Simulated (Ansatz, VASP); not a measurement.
**Two plane-wave programs on C**

```
CELL_PARAMETERS angstrom
2.51800 0.00000 0.00000
-1.25900 2.18065 0.00000
0.00000 0.00000 26.00242
ATOMIC_POSITIONS crystal
C 0.66667 0.33333 0.51373
C 0.33333 0.66667 0.48627
```

Alike in both runs: task single point; functional PBE; dispersion D3(BJ); k mesh 21 × 21 × 1; occupations gaussian, width 0.1 eV; no spin polarisation.

```csv
,VASP,Ansatz
version,VASP 6.6.1,Ansatz 0.2.0
potentials or method,"VASP PAW PBE potentials, release 64 (C), cutoff 520 eV","scalar-relativistic, plane waves, PAW"
valence electrons in the cell,8,8
```

```csv
,VASP,Ansatz,Ansatz less VASP
gap on the k mesh at the Fermi level (eV),none,none,-
rms of the force components (eV/Å),6.075,6.084,+0.0092
```

Atom by atom the forces differ by 0.009 eV/Å (rms over components). A gap of «none» marks a metal or a gap that the smearing closes.
